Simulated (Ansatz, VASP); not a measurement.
Two plane-wave programs on RbCl

POSCAR

```
RbCl
1.0
    0.0000000000      3.2723329797      3.2723329797
    3.2723329797      0.0000000000      3.2723329797
    3.2723329797      3.2723329797      0.0000000000
Rb Cl
1 1
Direct
    0.0000000000      0.0000000000      0.0000000000
    0.5000000000      0.5000000000      0.5000000000
```

INCAR.step1

```
SYSTEM = RbCl
ALGO = Normal
EDIFF = 1E-5
ENCUT = 550
GGA = PE
GGA_COMPAT = .False.
ISMEAR = 0
LASPH = .True.
LCHARG = .False.
LREAL = .False.
LWAVE = .True.
NBANDS = 15
NELM = 120
PREC = Accurate
SIGMA = 0.01
```

File INCAR.step2:

```
SYSTEM = RbCl
ALGO = Normal
EDIFF = 1E-6
ENCUT = 550
GGA_COMPAT = .False.
ISIF = 2
ISMEAR = 0
ISTART = 1
LASPH = .True.
LCHARG = .True.
LELF = .True.
LMIXTAU = .True.
LREAL = .False.
LVHAR = .True.
LWAVE = .False.
METAGGA = R2SCAN
NBANDS = 15
NELM = 120
PREC = Accurate
SIGMA = 0.01
```

The input KPOINTS:

```
k-points
0
Gamma
  6 6 6
  0 0 0
```

Input for Ansatz:

```yaml
crystal:
  lattice:
    - [0.0, 3.2723329797, 3.2723329797]
    - [3.2723329797, 0.0, 3.2723329797]
    - [3.2723329797, 3.2723329797, 0.0]
  atoms:
    - { symbol: Rb, position: [0.0, 0.0, 0.0] }
    - { symbol: Cl, position: [0.5, 0.5, 0.5] }
kpoints:
  mp_grid: { grid: [6, 6, 6] }
hamiltonian:
  xc: r2scan
scf:
  occupations: { method: fixed }
  n_extra_bands: 4
output:
  forces: true
  stress: true
  eigenvalues: true
```

Alike in both runs: task single point; functional r2SCAN; k mesh 6 × 6 × 6; no spin polarisation.

|  | VASP | Ansatz |
| --- | --- | --- |
| version | VASP 6.6.1 | Ansatz 0.2.0 |
| potentials or method | VASP PAW PBE potentials, release 64 (Rb_sv, Cl) | plane waves, PAW |
| plane-wave cutoff (eV) | 550 | 500 |
| occupations | gaussian, width 0.01 eV | fixed |
| valence electrons in the cell | 16 | 16 |

|  | VASP | Ansatz | Ansatz less VASP |
| --- | --- | --- | --- |
| gap on the k mesh at the Fermi level (eV) | 5.66 | 5.66 | 0.000 |
| pressure (GPa) | 0.6 | 0.6 | -0.01 |

VASP's potentials were made for PBE, not for r2SCAN.
